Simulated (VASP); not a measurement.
**Gd2O: single point with PBE**

Gd2O:

```
Gd O
1.0
     3.58004    0.00000    0.00000
    -1.79002    3.10040    0.00000
     0.00000    0.00000    5.79019
Gd O
2 1
Direct
  0.66667 0.33333 0.76141
  0.33333 0.66667 0.23859
  0.00000 0.00000 0.00000
```

| Quantity | Value |
| --- | --- |
| Program | VASP 6.6.1 |
| Task | single point |
| Functional | PBE |
| Potentials or basis | VASP PAW PBE potentials, release 64 (Gd, O) |
| Cutoff | 520 eV |
| k mesh | 12 × 12 × 6 |
| Occupations | gaussian, width 0.1 eV |
| Spin | collinear spin, ferromagnetic start |
| Starting moments | [7.68, 7.68, 0.0] μB |

The pressure is 0.0 GPa, the largest force is 0.022 eV/Å and the net moment is 15.37 μB per cell. The site moments are Gd +6.97; O -0.01 μB and the valence electrons inside the program's atomic spheres are Gd 15.23; O 4.96.

Forces in eV/Å, atoms in the order of the input:
```
Gd   0.000  0.000 -0.022
Gd   0.000  0.000  0.022
O    0.000  0.000  0.000
```

Levels at points of the mesh, in eV from the Fermi level:
Spin up:
| k point | band 27 | band 28 | band 29 | band 30 | band 31 | band 32 |
| --- | --- | --- | --- | --- | --- | --- |
| (0.00, 0.00, 0.00) | -3.64 | -0.04 | 1.15 | 1.59 | 1.59 | 2.39 |
| (0.50, 0.00, 0.00) | -1.91 | -0.79 | -0.58 | 2.04 | 2.62 | 3.26 |
| (0.00, 0.00, 0.50) | -1.88 | -1.44 | 1.01 | 1.01 | 1.19 | 1.57 |
| (0.50, 0.00, 0.50) | -1.24 | -0.71 | -0.69 | 0.45 | 2.73 | 3.51 |
Spin down:
```
           k point  band 9  band 10  band 11  band 12  band 13  band 14  band 15  band 16  band 17  band 18
(0.00, 0.00, 0.00)  -18.39    -5.79    -5.23    -5.23    -2.50     0.02     0.39     0.42     0.55     0.55
(0.50, 0.00, 0.00)  -18.24    -5.69    -5.14    -4.97    -0.94     0.32     0.38     0.52     0.54     0.59
(0.00, 0.00, 0.50)  -18.22    -5.94    -5.25    -5.25    -0.95    -0.43     0.24     0.47     0.52     0.52
(0.50, 0.00, 0.50)  -18.28    -5.70    -5.10    -5.02    -0.20    -0.09     0.24     0.54     0.57     0.59
```

Run time: 23 min on 1 thread of Intel(R) Xeon(R) Platinum 8481C CPU @ 2.70GHz (Sapphire Rapids), on a shared host, peak memory 0.47 GiB.

Caveat: spin-orbit coupling is left out, which moves the levels of the heavy elements; without U or exact exchange the open f shell lies at the Fermi level, which spoils levels, moments and volumes. The state reached can hang on the start; a lower one may exist.
